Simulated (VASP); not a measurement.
# MoS2 (R-3m) in VASP: single point with PBE

Aim: the single point of MoS2 with PBE.

All numbers are computed with VASP 6.6.1; they aren't measurements. Logs are shortened: lines on timing, memory, paths and dates and some standing lists are left out, and cuts for length are marked.

## (1) The cell of the first run

It takes space group R-3m (No. 166, trigonal). The conventional cell has a = 3.171 Å, b = 3.171 Å, c = 18.345 Å, α = 90.00°, β = 90.00°, γ = 120.00°. Within 3.2 Å of Mo (site symmetry -3m) lie 6 S at 2.39 Å and 6 Mo at 3.17 Å. Within 3.2 Å of S (site symmetry 3m) lie 3 Mo at 2.39 Å and 6 S at 3.17 Å.

## (2) Single point, PBE

INCAR

```
SYSTEM = MoS2
PREC = Accurate ; ENCUT = 500
EDIFF = 1E-6 ; ISMEAR = 1
SIGMA = 0.15 ; LREAL = .False.
LASPH = .True. ; NELM = 120
ALGO = Normal ; ISIF = 2
LWAVE = .False. ; LCHARG = .False.
GGA = PE ; NBANDS = 20
GGA_COMPAT = .False.
```

KPOINTS

```
regular mesh
0
Gamma
  11 11 11
  0 0 0
```

POSCAR

```
MoS2
1.0
    1.5855000000      0.9153888500      6.1149966700
   -1.5855000000      0.9153888500      6.1149966700
    0.0000000000     -1.8307777000      6.1149966700
Mo S
1 2
Direct
    0.0000000000      0.0000000000      0.0000000000
    0.7499999996      0.7499999996      0.7499999996
    0.2499999999      0.2499999999      0.2499999999
```

Potentials or basis: VASP PAW PBE potentials, release 64 (Mo_sv, S).

On the command line:

```bash
$ cat potpaw_PBE.64/Mo_sv/POTCAR potpaw_PBE.64/S/POTCAR > POTCAR
$ mpirun -np 1 vasp_std > vasp.out
```

OUTCAR:

```text
SYSTEM = MoS2
   PREC = Accurate
   ENCUT = 500
   EDIFF = 1E-6
   ISMEAR = 1
   LREAL = .False.
   LASPH = .True.
   NELM = 120
   ISIF = 2
   GGA = PE

 ion  position               nearest neighbor table
   1  0.000  0.000  0.000-   2 2.39   2 2.39   2 2.39   3 2.39   3 2.39   3 2.39
   2  0.750  0.750  0.750-   1 2.39   1 2.39   1 2.39
   3  0.250  0.250  0.250-   1 2.39   1 2.39   1 2.39

  LATTYP: Found a trigonal (rhomboedric) cell.
 ALAT       =     6.3831756415
 COS(alpha) =     0.8766074619

  Lattice vectors:

 A1 = (   1.5855000000,   0.9153888500,   6.1149966700)
 A2 = (  -1.5855000000,   0.9153888500,   6.1149966700)
 A3 = (   0.0000000000,  -1.8307777000,   6.1149966700)

Analysis of symmetry for initial positions (statically):
=====================================================================
 Subroutine PRICEL returns:
 Original cell was already a primitive cell.

 Routine SETGRP: Setting up the symmetry group for a
 trigonal (rhombohedral) supercell.

 Subroutine GETGRP returns: Found 12 space group operations
 (whereof 12 operations were pure point group operations)
 out of a pool of 12 trial point group operations.

The static configuration has the point symmetry D_3d.

Analysis of symmetry for dynamics (positions and initial velocities):
=====================================================================
 Subroutine PRICEL returns:
 Original cell was already a primitive cell.

 Routine SETGRP: Setting up the symmetry group for a
 trigonal (rhombohedral) supercell.

 Subroutine GETGRP returns: Found 12 space group operations
 (whereof 12 operations were pure point group operations)
 out of a pool of 12 trial point group operations.

The dynamic configuration has the point symmetry D_3d.

 Subroutine INISYM returns: Found 12 space group operations
 (whereof 12 operations are pure point group operations),
 and found     1 'primitive' translations

----------------------------------------------------------------------------------------

                                     Primitive cell

  volume of cell :      53.2500

  direct lattice vectors                    reciprocal lattice vectors
     1.585500000  0.915388850  6.114996670     0.315357931  0.182071987  0.054510796
    -1.585500000  0.915388850  6.114996670    -0.315357931  0.182071987  0.054510796
     0.000000000 -1.830777700  6.114996670     0.000000000 -0.364143974  0.054510796

  length of vectors
     6.383175642  6.383175642  6.383175641     0.368201385  0.368201385  0.368201386

  position of ions in fractional coordinates (direct lattice)
     0.000000000  0.000000000  0.000000000
     0.750000000  0.750000000  0.750000000
     0.250000000  0.250000000  0.250000000

  ion indices of the primitive-cell ions
   primitive index   ion index
                 1           1
                 2           2
                 3           3

----------------------------------------------------------------------------------------

 KPOINTS: regular mesh

Automatic generation of k-mesh.
 Grid dimensions read from file:
 generate k-points for:   11   11   11

 Generating k-lattice:

  Cartesian coordinates                     Fractional coordinates (reciprocal lattice)
     0.028668903  0.016551999  0.004955527     0.090909091  0.000000000  0.000000000
    -0.028668903  0.016551999  0.004955527     0.000000000  0.090909091  0.000000000
     0.000000000 -0.033103998  0.004955527     0.000000000  0.000000000  0.090909091

  Length of vectors
     0.033472853  0.033472853  0.033472853

  Shift w.r.t. Gamma in fractional coordinates (k-lattice)
     0.000000000  0.000000000  0.000000000

 Subroutine IBZKPT returns following result:
 ===========================================

 Found    146 irreducible k-points:

 Following reciprocal coordinates:
            Coordinates               Weight
  0.000000  0.000000  0.000000      1.000000
  0.090909  0.000000 -0.000000      6.000000
  0.181818 -0.000000  0.000000      6.000000
  0.272727 -0.000000  0.000000      6.000000
  0.363636  0.000000  0.000000      6.000000
  0.454545  0.000000  0.000000      6.000000
[... 16 lines left out ...]
 -0.272727  0.181818  0.000000     12.000000
 -0.181818  0.181818  0.000000      6.000000
 [... further k-points ...]
   k-points           NKPTS =    146   k-points in BZ     NKDIM =    146   number of bands    NBANDS=     20
   number of dos      NEDOS =    301   number of ions     NIONS =      3
   total plane-waves  NPLWV = 110592
   dimension x,y,z NGX =    48 NGY =   48 NGZ =   48
   dimension x,y,z NGXF=    96 NGYF=   96 NGZF=   96
   ions per type =               1   2
   NGX,Y,Z   is equivalent  to a cutoff of  12.50, 12.50, 12.50 a.u.
   NGXF,Y,Z  is equivalent  to a cutoff of  25.00, 25.00, 25.00 a.u.
 SYSTEM =  MoS2
   PREC   = accura    normal or accurate (medium, high low for compatibility)
   ISTART =      0    job   : 0-new  1-cont  2-samecut
   ICHARG =      2    charge: 1-file 2-atom 10-const
   ISPIN  =      1    spin polarized calculation?
   LNONCOLLINEAR =      F non collinear calculations
   LSORBIT =      F    spin-orbit coupling
   LASPH  =      T    aspherical Exc in radial PAW
   ENCUT  =  500.0 eV  36.75 Ry    6.06 a.u.  11.64 11.64 11.64*2*pi/ulx,y,z
   NELM   =    120;   NELMIN=  2; NELMDL= -5     # of ELM steps
   EDIFF  = 0.1E-05   stopping-criterion for ELM
   LREAL  =      F    real-space projection
   EDIFFG = 0.1E-04   stopping-criterion for IOM
   NSW    =      0    number of steps for IOM
   IBRION =     -1    ionic relax: 0-MD 1-quasi-New 2-CG
   NFREE  =      0    steps in history (QN), initial steepest desc. (CG)
   ISIF   =      2    stress and relaxation
   ISYM   =      2    0-nonsym 1-usesym 2-fastsym
   POTIM  = 0.5000    time-step for ionic-motion
   TEBEG  =    0.0;   TEEND  =   0.0 temperature during run
   PSTRESS=    0.0 pullay stress
   NELECT =      26.0000    total number of electrons
   NUPDOWN=      -1.0000    fix difference up-down
   EMIN   =  10.00;   EMAX   =-10.00  energy-range for DOS
   EFERMI =   0.00;   METHOD = LEGACY
   ISMEAR =     1;   SIGMA  =   0.15  broadening in eV -4-tet -1-fermi 0-gaus
   EFERMI_NEDOS =   21; number of points for ismear=-14 and -15
   IALGO  =     38    algorithm
   IMIX   =      4    mixing-type and parameters
     AMIX     =   0.40;   BMIX     =  1.00
     AMIX_MAG =   1.60;   BMIX_MAG =  1.00
  volume/ion in A,a.u.               =      17.75       119.78
  Fermi-wavevector in a.u.,A,eV,Ry     =   1.289118  2.436081 22.610522  1.661826
  Thomas-Fermi vector in A             =   2.421031
   LORBIT       =      0    0 simple, 1 ext, 2 COOP (PROOUT), +10 PAW based schemes
   GGA     = PE    functional components
   LHFCALC =     F    Hartree Fock is set to
   AEXX    =    0.0000 exact exchange contribution
   IVDW    =     0    specifies the selected vdW correction
   LEPSILON=     F    determine dielectric tensor
   LRPA    =     F    only Hartree local field effects (RPA)
 non-spin polarized calculation
 Methfessel and Paxton  Order N= 1 SIGMA  =   0.15
  energy-cutoff  :      500.00
  volume of cell :       53.25
 maximum number of plane-waves:      1369
   NGX = 23   NGY = 23   NGZ = 23

 number of electron      25.9999998 magnetization

 Free energy of the ion-electron system (eV)
  ---------------------------------------------------
  ext. energy  EPLUGINS =         0.00000000
  ---------------------------------------------------
  free energy    TOTEN  =       -20.93490547 eV

  energy without entropy =      -20.93371154  energy(sigma->0) =      -20.93450749

 E-fermi :   7.8506     XC(G=0): -10.8261

 val. band max:        7.8414646070   @ k =  -0.2727   0.2727   0.0000
 cond. band min:       7.8533411009   @ k =   0.1818   0.1818   0.0909
 fundamental gap:      0.0118764939
 Fermi energy:         7.8506483335

 k-point     1 :       0.0000    0.0000    0.0000
  band No.  band energies     occupation
      1     -54.0035      2.00000
      2     -28.0811      2.00000
      3     -27.9974      2.00000
      4     -27.9974      2.00000
      5      -7.4052      2.00000
      6      -5.7720      2.00000
[... 12 lines left out ...]
     19      14.5488      0.00000
     20      17.3519      0.00000

 k-point     2 :       0.0909    0.0000   -0.0000
  band No.  band energies     occupation
      1     -54.0003      2.00000
      2     -28.0747      2.00000
      3     -28.0296      2.00000
      4     -28.0047      2.00000
      5      -7.2691      2.00000
      6      -5.7501      2.00000
[... 12 lines left out ...]
     19      15.0101      0.00000
     20      16.9119      0.00000

 k-point     3 :       0.1818   -0.0000    0.0000
  band No.  band energies     occupation
      1     -53.9918      2.00000
      2     -28.1152      2.00000
      3     -28.0573      2.00000
      4     -28.0242      2.00000
      5      -6.8865      2.00000
      6      -5.6837      2.00000
[... 12 lines left out ...]
     19      15.7042      0.00000
     20      16.9223      0.00000

 k-point     4 :       0.2727   -0.0000    0.0000
  band No.  band energies     occupation
      1     -53.9805      2.00000
      2     -28.2256      2.00000
      3     -28.0497      2.00000
      4     -28.0346      2.00000
      5      -6.3543      2.00000
      6      -5.5545      2.00000
[... 12 lines left out ...]
     19      15.6269      0.00000
     20      17.0042      0.00000

 k-point     5 :       0.3636    0.0000    0.0000
  band No.  band energies     occupation
      1     -53.9702      2.00000
      2     -28.3253      2.00000
      3     -28.0729      2.00000
      4     -28.0136      2.00000
      5      -5.9260      2.00000
      6      -5.2577      2.00000
[... 12 lines left out ...]
     19      15.1616      0.00000
     20      16.0605      0.00000
[... 353 lines left out ...]
      6      -4.9440      2.00000
[... 12 lines left out ...]
     19      15.5169      0.00000
     20      16.3980      0.00000

 k-point    22 :      -0.3636    0.1818    0.0000
  band No.  band energies     occupation
      1     -53.9612      2.00000
      2     -28.3476      2.00000
      3     -28.1586      2.00000
      4     -27.9955      2.00000
      5      -5.4994      2.00000
      6      -4.9763      2.00000
[... 12 lines left out ...]
     19      15.5577      0.00000
     20      16.5447      0.00000

 k-point    23 :      -0.2727    0.1818    0.0000
  band No.  band energies     occupation
      1     -53.9664      2.00000
      2     -28.3133      2.00000
      3     -28.1316      2.00000
      4     -28.0059      2.00000
      5      -5.5955      2.00000
      6      -5.3294      2.00000
[... 12 lines left out ...]
     19      15.8122      0.00000
     20      16.3260      0.00000

 k-point    24 :      -0.1818    0.1818    0.0000
  band No.  band energies     occupation
      1     -53.9751      2.00000
      2     -28.2523      2.00000
      3     -28.0889      2.00000
      4     -28.0234      2.00000
      5      -6.0403      2.00000
      6      -5.5226      2.00000
[... 12 lines left out ...]
     19      16.3832      0.00000
     20      16.4673      0.00000

 [... further k-points ...]
[... 5 lines left out ...]
  --------------------------------------------------------------------------------------
  -------------------------------------------------------------------------------------
  Total        2.1319842      2.1319841      3.5322173      0.0000000      0.0000000      0.0000000
  in kB       64.1468323     64.1468321    106.2768469      0.0000000      0.0000000      0.0000000
  external PRESSURE =      78.1901704 kB  Pullay stress =       0.0000000 kB

 VOLUME and BASIS-vectors are now :
 -----------------------------------------------------------------------------
  energy-cutoff  :      500.00
  volume of cell :       53.25
      direct lattice vectors                 reciprocal lattice vectors
     1.585500000  0.915388850  6.114996670     0.315357931  0.182071987  0.054510796
    -1.585500000  0.915388850  6.114996670    -0.315357931  0.182071987  0.054510796
     0.000000000 -1.830777700  6.114996670     0.000000000 -0.364143974  0.054510796

 POSITION                                       TOTAL-FORCE (eV/Angst)
 -----------------------------------------------------------------------------------
      0.00000      0.00000      0.00000         0.000000      0.000000      0.000000
      0.00000      0.00000     13.75874         0.000000     -0.000000      1.000972
      0.00000      0.00000      4.58625         0.000000      0.000000     -1.000972
 -----------------------------------------------------------------------------------
    total drift:                               -0.000000     -0.000000      0.000004

  FREE ENERGIE OF THE ION-ELECTRON SYSTEM (eV)
  ---------------------------------------------------
  free  energy   TOTEN  =       -20.9349054726 eV

  energy  without entropy=      -20.9337115352  energy(sigma->0) =      -20.93450749
```

Run time: 9.4 min. Hardware: 1 thread of AMD EPYC 7R43 (Zen 3), shared host; peak memory 0.34 GiB.

Results:

```yaml
Free_energy: -20.9349 eV
Pressure: 7.8 GPa
Largest_force: 1.001 eV/Å
Band_gap_on_the_k_mesh: zero (band 13 reaches 7.99 eV, above the bottom of band 14 at 7.42 eV)
```

Forces in eV/Å, atoms in the order of the input:
```
Mo   0.000  0.000  0.000
S    0.000  0.000  1.001
S    0.000  0.000 -1.001
```

Stress tensor (GPa, compression positive):
```
 6.41  0.00  0.00
 0.00  6.41  0.00
 0.00  0.00 10.63
```

Caveat: forces of over 1 eV/Å act on the atoms, so gaps and moduli don't describe the material at rest.
